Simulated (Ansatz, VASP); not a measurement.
Two plane-wave programs on Cu

```
CELL_PARAMETERS angstrom
0.00000 1.83600 1.83600
1.83600 0.00000 1.83600
1.83600 1.83600 0.00000
ATOMIC_POSITIONS crystal
Cu 0.00000 0.00000 0.00000
```

Alike in both runs: task single point; functional PBE; k mesh 12 × 12 × 12; occupations gaussian, width 0.1 eV; no spin polarisation.

|  | VASP | Ansatz |
| --- | --- | --- |
| version | VASP 6.6.1 | Ansatz 0.2.0 |
| potentials or method | VASP PAW PBE potentials, release 64 (Cu), cutoff 600 eV | PAW, plane waves, scalar-relativistic |
| valence electrons in the cell | 11 | 19 |

VASP gave:

```
pressure (GPa) : -4.0
```

Which values does Ansatz return?

Pressure (GPa): -4.6.

With one functional, cell and mesh, what is left measures potentials, basis and numerics. VASP's potentials hold 11 valence electrons a cell and Ansatz's 19, so a difference there can come from the potentials and not from the codes.
